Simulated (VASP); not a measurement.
# C (Fmmm) in VASP: further runs

The runs below take C through single point, with PBE+D3(BJ).

All numbers are computed with VASP 6.6.1; they aren't measurements. Logs are shortened: lines on timing, memory, paths and dates and some standing lists are left out, and cuts for length are marked.

## 1. The cell of the first run

The structure is orthorhombic, space group Fmmm (No. 69). The conventional cell has a = 2.453 Å, b = 4.242 Å, c = 6.051 Å, α = 90.00°, β = 90.00°, γ = 90.00°. C (site symmetry m2m) has 3 C at 1.41 to 1.42 Å within 1.9 Å.

## 2. Single point, PBE+D3(BJ) (7.87 Å³/atom)

File INCAR:

```
SYSTEM = C
PREC = Accurate
ENCUT = 520
EDIFF = 1E-6
ISMEAR = 0
SIGMA = 0.1
LREAL = .False.
LASPH = .True.
NELM = 60
ALGO = Normal
ISIF = 2
LWAVE = .False.
LCHARG = .False.
GGA = PE
IVDW = 12
NBANDS = 16
```

File KPOINTS:

```
Automatic mesh
0
Gamma
  18 18 6
  0 0 0
```

File POSCAR:

```
C
1.0
    1.2265223374     -2.1211010889      0.0000000000
    1.2265223374      2.1211010889      0.0000000000
    0.0000000000      0.0000000000      6.0505618120
C
4
Direct
    0.0832847505      0.9167152495      0.7500000000
    0.5832847505      0.4167152495      0.2500000000
    0.9167152495      0.0832847505      0.2500000000
    0.4167152495      0.5832847505      0.7500000000
```

Potentials or basis: VASP PAW PBE potentials, release 64 (C).

Launch:

```sh
> cat potpaw_PBE.64/C/POTCAR > POTCAR
> mpirun -np 1 vasp_std > vasp.out
```

OUTCAR:

```text
SYSTEM = C
   PREC = Accurate
   ENCUT = 520
   EDIFF = 1E-6
   ISMEAR = 0
   LREAL = .False.
   LASPH = .True.
   NELM = 60
   ISIF = 2
   GGA = PE
   IVDW = 12
 IVDW          = 12

 ion  position               nearest neighbor table
   1  0.083  0.917  0.750-   4 1.41   4 1.42   4 1.42
   2  0.583  0.417  0.250-   3 1.41   3 1.42   3 1.42
   3  0.917  0.083  0.250-   2 1.41   2 1.42   2 1.42
   4  0.417  0.583  0.750-   1 1.41   1 1.42   1 1.42

  LATTYP: Found a base centered orthorhombic cell.
 ALAT       =     2.4530446748
 B/A-ratio  =     1.7293619726
 C/A-ratio  =     2.4665518220

  Lattice vectors:

 A1 = (   1.2265223374,  -2.1211010889,   0.0000000000)
 A2 = (   1.2265223374,   2.1211010889,   0.0000000000)
 A3 = (   0.0000000000,   0.0000000000,   6.0505618120)

Analysis of symmetry for initial positions (statically):
=====================================================================
 Subroutine PRICEL returns following result:

  LATTYP: Found a face centered orthorhombic cell.
 ALAT       =     2.4530446748
 B/A-ratio  =     1.7293619726
 C/A-ratio  =     2.4665518220

  Lattice vectors:

 A1 = (   0.0000000000,  -2.1211010889,  -3.0252809060)
 A2 = (   1.2265223374,   0.0000000000,  -3.0252809060)
 A3 = (   1.2265223374,  -2.1211010889,  -0.0000000000)

   2 primitive cells build up your supercell.

 Routine SETGRP: Setting up the symmetry group for a
 base centered orthorhombic supercell.

 Subroutine GETGRP returns: Found  8 space group operations
 (whereof  4 operations were pure point group operations)
 out of a pool of  8 trial point group operations.

The static configuration has the point symmetry C_2h.
 The point group associated with its full space group is D_2h.

Analysis of symmetry for dynamics (positions and initial velocities):
=====================================================================
 Subroutine PRICEL returns following result:

  LATTYP: Found a face centered orthorhombic cell.
 ALAT       =     2.4530446748
 B/A-ratio  =     1.7293619726
 C/A-ratio  =     2.4665518220

  Lattice vectors:

 A1 = (   0.0000000000,  -2.1211010889,  -3.0252809060)
 A2 = (   1.2265223374,   0.0000000000,  -3.0252809060)
 A3 = (   1.2265223374,  -2.1211010889,  -0.0000000000)

   2 primitive cells build up your supercell.

 Routine SETGRP: Setting up the symmetry group for a
 base centered orthorhombic supercell.

 Subroutine GETGRP returns: Found  8 space group operations
 (whereof  4 operations were pure point group operations)
 out of a pool of  8 trial point group operations.

The dynamic configuration has the point symmetry C_2h.
 The point group associated with its full space group is D_2h.

 Subroutine INISYM returns: Found  8 space group operations
 (whereof  4 operations are pure point group operations),
 and found     2 'primitive' translations

----------------------------------------------------------------------------------------

                                     Primitive cell

  volume of cell :      15.7410

  direct lattice vectors                    reciprocal lattice vectors
     0.000000000 -2.121101089 -3.025280906    -0.407656660 -0.235726625 -0.165273909
     1.226522337  0.000000000 -3.025280906     0.407656660  0.235726625 -0.165273909
     1.226522337 -2.121101089 -0.000000000     0.407656660 -0.235726625  0.165273909

  length of vectors
     3.694779342  3.264457322  2.450189151     0.499065586  0.499065586  0.499065586

  position of ions in fractional coordinates (direct lattice)
     0.333284750  0.166715250  0.833284750
     0.666715250  0.833284750  0.166715250

  ion indices of the primitive-cell ions
   primitive index   ion index
                 1           1
                 2           4

----------------------------------------------------------------------------------------

 KPOINTS: Automatic mesh

Automatic generation of k-mesh.
 Grid dimensions read from file:
 generate k-points for:   18   18    6

 Generating k-lattice:

  Cartesian coordinates                     Fractional coordinates (reciprocal lattice)
     0.022647592 -0.013095924  0.000000000     0.055555556 -0.000000000  0.000000000
     0.022647592  0.013095924  0.000000000    -0.000000000  0.055555556  0.000000000
     0.000000000  0.000000000  0.027545651     0.000000000  0.000000000  0.166666667

  Length of vectors
     0.026161358  0.026161358  0.027545651

  Shift w.r.t. Gamma in fractional coordinates (k-lattice)
     0.000000000  0.000000000  0.000000000

 Subroutine IBZKPT returns following result:
 ===========================================

 Found    364 irreducible k-points:

 Following reciprocal coordinates:
            Coordinates               Weight
  0.000000  0.000000  0.000000      1.000000
  0.055556 -0.000000  0.000000      4.000000
  0.111111 -0.000000  0.000000      4.000000
  0.166667  0.000000  0.000000      4.000000
  0.222222  0.000000  0.000000      4.000000
  0.277778  0.000000  0.000000      4.000000
[... 16 lines left out ...]
 -0.277778  0.055556  0.000000      4.000000
 -0.222222  0.055556  0.000000      4.000000
 [... further k-points ...]
   k-points           NKPTS =    364   k-points in BZ     NKDIM =    364   number of bands    NBANDS=     16
   number of dos      NEDOS =    301   number of ions     NIONS =      4
   total plane-waves  NPLWV =  15552
   dimension x,y,z NGX =    18 NGY =   18 NGZ =   48
   dimension x,y,z NGXF=    36 NGYF=   36 NGZF=   96
   ions per type =               4
   NGX,Y,Z   is equivalent  to a cutoff of  12.21, 12.21, 13.19 a.u.
   NGXF,Y,Z  is equivalent  to a cutoff of  24.43, 24.43, 26.38 a.u.
 SYSTEM =  C
   PREC   = accura    normal or accurate (medium, high low for compatibility)
   ISTART =      0    job   : 0-new  1-cont  2-samecut
   ICHARG =      2    charge: 1-file 2-atom 10-const
   ISPIN  =      1    spin polarized calculation?
   LNONCOLLINEAR =      F non collinear calculations
   LSORBIT =      F    spin-orbit coupling
   LASPH  =      T    aspherical Exc in radial PAW
   ENCUT  =  520.0 eV  38.22 Ry    6.18 a.u.   4.56  4.56 11.25*2*pi/ulx,y,z
   NELM   =     60;   NELMIN=  2; NELMDL= -5     # of ELM steps
   EDIFF  = 0.1E-05   stopping-criterion for ELM
   LREAL  =      F    real-space projection
   EDIFFG = 0.1E-04   stopping-criterion for IOM
   NSW    =      0    number of steps for IOM
   IBRION =     -1    ionic relax: 0-MD 1-quasi-New 2-CG
   NFREE  =      0    steps in history (QN), initial steepest desc. (CG)
   ISIF   =      2    stress and relaxation
   ISYM   =      2    0-nonsym 1-usesym 2-fastsym
   POTIM  = 0.5000    time-step for ionic-motion
   TEBEG  =    0.0;   TEEND  =   0.0 temperature during run
   PSTRESS=    0.0 pullay stress
   NELECT =      16.0000    total number of electrons
   NUPDOWN=      -1.0000    fix difference up-down
   EMIN   =  10.00;   EMAX   =-10.00  energy-range for DOS
   EFERMI =   0.00;   METHOD = LEGACY
   ISMEAR =     0;   SIGMA  =   0.10  broadening in eV -4-tet -1-fermi 0-gaus
   EFERMI_NEDOS =   21; number of points for ismear=-14 and -15
   IALGO  =     38    algorithm
   IMIX   =      4    mixing-type and parameters
     AMIX     =   0.40;   BMIX     =  1.00
     AMIX_MAG =   1.60;   BMIX_MAG =  1.00
  volume/ion in A,a.u.               =       7.87        53.11
  Fermi-wavevector in a.u.,A,eV,Ry     =   1.306454  2.468839 23.222709  1.706821
  Thomas-Fermi vector in A             =   2.437255
   LORBIT       =      0    0 simple, 1 ext, 2 COOP (PROOUT), +10 PAW based schemes
   GGA     = PE    functional components
   LHFCALC =     F    Hartree Fock is set to
   AEXX    =    0.0000 exact exchange contribution
   IVDW    =    12    specifies the selected vdW correction
   LEPSILON=     F    determine dielectric tensor
   LRPA    =     F    only Hartree local field effects (RPA)
 non-spin polarized calculation
 Gauss-broadening in eV      SIGMA  =   0.10
  energy-cutoff  :      520.00
  volume of cell :       31.48
 maximum number of plane-waves:       865
   NGX =  9   NGY =  9   NGZ = 23

 number of electron      15.9999998 magnetization

 Free energy of the ion-electron system (eV)
  ---------------------------------------------------
  ext. energy  EPLUGINS =         0.00000000
  ---------------------------------------------------
  free energy    TOTEN  =       -36.67321285 eV

  energy without entropy =      -36.67277686  energy(sigma->0) =      -36.67299485

 E-fermi :   5.8590     XC(G=0): -11.0699

 val. band max:        5.7921981113   @ k =   0.3889   0.3333   0.1667
 cond. band min:       5.9085439726   @ k =   0.3889   0.3333   0.0000
 fundamental gap:      0.1163458613
 Fermi energy:         5.8590105134

 k-point     1 :       0.0000    0.0000    0.0000
  band No.  band energies     occupation
      1     -14.1938      2.00000
      2     -13.5595      2.00000
      3      -3.3933      2.00000
      4      -0.1827      2.00000
      5       2.7157      2.00000
      6       2.7657      2.00000
[... 8 lines left out ...]
     15      17.5756      0.00000
     16      18.5513      0.00000

 k-point     2 :       0.0556   -0.0000    0.0000
  band No.  band energies     occupation
      1     -14.1188      2.00000
      2     -13.4871      2.00000
      3      -3.3019      2.00000
      4      -0.1001      2.00000
      5       2.4224      2.00000
      6       2.5049      2.00000
[... 8 lines left out ...]
     15      17.3426      0.00000
     16      18.6635      0.00000

 k-point     3 :       0.1111   -0.0000    0.0000
  band No.  band energies     occupation
      1     -13.8941      2.00000
      2     -13.2700      2.00000
      3      -3.0284      2.00000
      4       0.1463      2.00000
      5       1.5827      2.00000
      6       1.7002      2.00000
[... 8 lines left out ...]
     15      16.6834      0.00000
     16      19.0258      0.00000
[... 362 lines left out ...]
 k-point    23 :      -0.2778    0.0556    0.0000
  band No.  band energies     occupation
      1     -12.6314      2.00000
      2     -12.0494      2.00000
      3      -1.7836      2.00000
      4      -1.5629      2.00000
      5      -1.5028      2.00000
      6       0.4829      2.00000
[... 8 lines left out ...]
     15      19.0625      0.00000
     16      19.8402      0.00000

 k-point    24 :      -0.2222    0.0556    0.0000
  band No.  band energies     occupation
      1     -13.2231      2.00000
      2     -12.6211      2.00000
      3      -2.2157      2.00000
      4      -0.3463      2.00000
      5      -0.1880      2.00000
      6       0.8745      2.00000
[... 8 lines left out ...]
     15      17.4541      0.00000
     16      19.6500      0.00000

 [... further k-points ...]

------------------------ aborting loop because EDIFF is reached ----------------------------------------

 Edisp (eV)   -0.70407

 E8    (eV) :    -0.2020

  FORCE on cell =-STRESS in cart. coord.  units (eV):
  Direction    XX          YY          ZZ          XY          YZ          ZX
  --------------------------------------------------------------------------------------
  -------------------------------------------------------------------------------------
  Total       1.71987     1.71911     1.53965     0.00000     0.00000     0.00000
  in kB      87.52725    87.48879    78.35566     0.00000     0.00000     0.00000
  external pressure =       84.46 kB  Pullay stress =        0.00 kB

 VOLUME and BASIS-vectors are now :
 -----------------------------------------------------------------------------
  energy-cutoff  :      520.00
  volume of cell :       31.48
      direct lattice vectors                 reciprocal lattice vectors
     1.226522337 -2.121101089  0.000000000     0.407656660 -0.235726625  0.000000000
     1.226522337  2.121101089  0.000000000     0.407656660  0.235726625  0.000000000
     0.000000000  0.000000000  6.050561812     0.000000000  0.000000000  0.165273909

 POSITION                                       TOTAL-FORCE (eV/Angst)
 -----------------------------------------------------------------------------------
      1.22652      1.76779      4.53792         0.000000     -0.000205     -0.000000
      1.22652     -0.35331      1.51264         0.000000     -0.000205     -0.000000
      1.22652     -1.76779      1.51264         0.000000      0.000205      0.000000
      1.22652      0.35331      4.53792         0.000000      0.000205      0.000000
 -----------------------------------------------------------------------------------
    total drift:                                0.000000     -0.000000      0.000000

  FREE ENERGIE OF THE ION-ELECTRON SYSTEM (eV)
  ---------------------------------------------------
  free  energy   TOTEN  =       -37.3772811222 eV

  energy  without entropy=      -37.3768451356  energy(sigma->0) =      -37.37706313
```

Run time: 78 s. Hardware: 1 thread of AMD EPYC 9R45 (Zen 5), shared host; peak memory 0.22 GiB.

Results:

| Item | Value |
| --- | --- |
| Free energy | -37.3773 eV |
| Pressure | 8.4 GPa |
| Band gap on the k mesh | zero (bands 8 and 9 overlap by 0.16 eV) |
| Dispersion energy per atom | -0.176 eV |

Stress tensor (GPa, compression positive):
```
8.75 0.00 0.00
0.00 8.75 0.00
0.00 0.00 7.84
```

Levels at points of the mesh, in eV from the Fermi level:
| k point | band 5 | band 6 | band 7 | band 8 | band 9 | band 10 | band 11 | band 12 |
| --- | --- | --- | --- | --- | --- | --- | --- | --- |
| (0.00, 0.00, 0.00) | -3.14 | -3.09 | -3.06 | -3.04 | 5.21 | 8.24 | 8.33 | 8.41 |
| (0.50, 0.00, 0.00) | -6.51 | -6.51 | -2.78 | -2.78 | 2.09 | 2.09 | 7.48 | 7.48 |
| (0.50, 0.50, 0.00) | -6.61 | -6.47 | -3.64 | -1.13 | 0.48 | 2.83 | 7.03 | 7.84 |
| (0.00, 0.00, 0.50) | -3.09 | -3.09 | -3.08 | -3.08 | 8.36 | 8.36 | 8.37 | 8.37 |
| (0.50, 0.00, 0.50) | -6.51 | -6.51 | -2.51 | -2.51 | 1.53 | 1.53 | 7.46 | 7.46 |
| (0.50, 0.50, 0.50) | -6.54 | -6.54 | -2.49 | -2.49 | 1.54 | 1.54 | 7.42 | 7.42 |

Caveat: the cell stands under pressure.

## 3. Single point, PBE+D3(BJ) (8.14 Å³/atom)

This run uses another cell than the first one, of 8.14 Å³/atom.

File INCAR:

```
SYSTEM = C
  PREC = Accurate
  ENCUT = 520
  EDIFF = 1E-7
  ISMEAR = 0
  SIGMA = 0.1
  LREAL = .FALSE.
  LASPH = .TRUE.
  NELM = 60
  ALGO = Normal
  ISIF = 2
  LWAVE = .FALSE.
  LCHARG = .TRUE.
  GGA = PE
  IVDW = 12
  LELF = .TRUE.
  LVHAR = .TRUE.
  NBANDS = 16
```

File KPOINTS:

```
Automatic mesh
0
G
  18 18 6
  0 0 0
```

File POSCAR:

```
C
1.0
    1.2286723691     -2.1256097174      0.0000000000
    1.2286723691      2.1256097174      0.0000000000
    0.0000000000      0.0000000000      6.2326341144
C
4
Direct
    0.0832916773      0.9167083227      0.7500000000
    0.5832916773      0.4167083227      0.2500000000
    0.9167083227      0.0832916773      0.2500000000
    0.4167083227      0.5832916773      0.7500000000
```

Potentials or basis: VASP PAW PBE potentials, release 64 (C).

Launch:

```sh
> cat potpaw_PBE.64/C/POTCAR > POTCAR
> mpirun -np 1 vasp_std > vasp.out
```

It took 82 s on 1 thread of AMD EPYC 9R45 (Zen 5), shared host; peak memory 0.22 GiB.

The run converged. Its results:

| Item | Value |
| --- | --- |
| Free energy | -37.4209 eV |
| Pressure | 5.4 GPa |
| Band gap on the k mesh | zero (bands 8 and 9 overlap by 0.06 eV) |
| Dispersion energy per atom | -0.170 eV |

Stress tensor (GPa, compression positive):
```
5.73 0.00 0.00
0.00 5.72 0.00
0.00 0.00 4.86
```

Levels at points of the mesh, in eV from the Fermi level:
```csv
k point,band 6,band 7,band 8,band 9,band 10,band 11
"(0.00, 0.00, 0.00)",-3.04,-3.02,-3.00,4.93,8.28,8.36
"(0.50, 0.00, 0.00)",-6.45,-2.64,-2.64,2.03,2.03,7.48
"(0.50, 0.50, 0.00)",-6.41,-3.42,-1.26,0.66,2.75,7.11
"(0.00, 0.00, 0.50)",-3.04,-3.03,-3.03,8.20,8.20,8.38
"(0.50, 0.00, 0.50)",-6.45,-2.43,-2.43,1.59,1.59,7.47
"(0.50, 0.50, 0.50)",-6.47,-2.43,-2.43,1.61,1.61,7.43
```

Caveat: the cell stands under pressure.

## 4. Single point, PBE+D3(BJ) (8.41 Å³/atom)

This run uses another cell than the first one, of 8.41 Å³/atom.

File INCAR:

```
SYSTEM = C
  ALGO = Normal
  EDIFF = 1E-7
  ENCUT = 520
  GGA = PE
  ISIF = 2
  ISMEAR = 0
  IVDW = 12
  LASPH = .TRUE.
  LCHARG = .FALSE.
  LREAL = .FALSE.
  LWAVE = .FALSE.
  NBANDS = 16
  NELM = 80
  PREC = Accurate
  SIGMA = 0.1
```

File KPOINTS:

```
k-points
0
G
  18 18 6
  0 0 0
```

File POSCAR:

```
C
1.0
    1.2303841230     -2.1292145684      0.0000000000
    1.2303841230      2.1292145684      0.0000000000
    0.0000000000      0.0000000000      6.4182638261
C
4
Direct
    0.0832974683      0.9167025317      0.7500000000
    0.5832974683      0.4167025317      0.2500000000
    0.9167025317      0.0832974683      0.2500000000
    0.4167025317      0.5832974683      0.7500000000
```

Launch:

```sh
> cat potpaw_PBE.64/C/POTCAR > POTCAR
> mpirun -np 1 vasp_std > vasp.out
```

Run time: 78 s. Hardware: 1 thread of AMD EPYC 9R45 (Zen 5), shared host; peak memory 0.23 GiB.

Results (log left out):

```
Free energy                : -37.4470 eV
Pressure                   : 3.2 GPa
Band gap on the k mesh     : zero (filled and empty bands touch)
Dispersion energy per atom : -0.165 eV
```

Stress tensor (GPa, compression positive):
```
3.49 0.00 0.00
0.00 3.48 0.00
0.00 0.00 2.67
```

Levels at points of the mesh, in eV from the Fermi level:
```
           k point  band 6  band 7  band 8  band 9  band 10  band 11
(0.00, 0.00, 0.00)   -3.01   -2.99   -2.98    4.66     8.31     8.37
(0.50, 0.00, 0.00)   -6.40   -2.54   -2.54    1.98     1.98     7.47
(0.50, 0.50, 0.00)   -6.38   -3.23   -1.38    0.80     2.66     7.17
(0.00, 0.00, 0.50)   -3.01   -3.00   -3.00    7.67     7.67     8.38
(0.50, 0.00, 0.50)   -6.40   -2.39   -2.39    1.64     1.64     7.46
(0.50, 0.50, 0.50)   -6.42   -2.38   -2.38    1.65     1.65     7.43
```

Caveat: the cell stands under pressure.

## 5. Summary

```csv
cell,gap on the mesh (eV),pressure (GPa)
"a = 2.450, b = 2.450, c = 6.051 Å, angles 90.0, 90.0, 119.9°, 4 atoms",none,8.4
"a = 2.455, b = 2.455, c = 6.233 Å, angles 90.0, 90.0, 119.9°, 4 atoms",none,5.4
"a = 2.459, b = 2.459, c = 6.418 Å, angles 90.0, 90.0, 120.0°, 4 atoms",none,3.2
```

Alike in all rows: task single point; level PBE+D3(BJ); potentials or basis VASP PAW PBE potentials, release 64 (C); no spin polarisation; k mesh 18 × 18 × 6; cutoff (eV) 520; smearing gaussian 0.1 eV.

Caveats: the cell stands under pressure.

Total energies depend on the potentials used, so only differences within one code and one set of settings carry meaning.
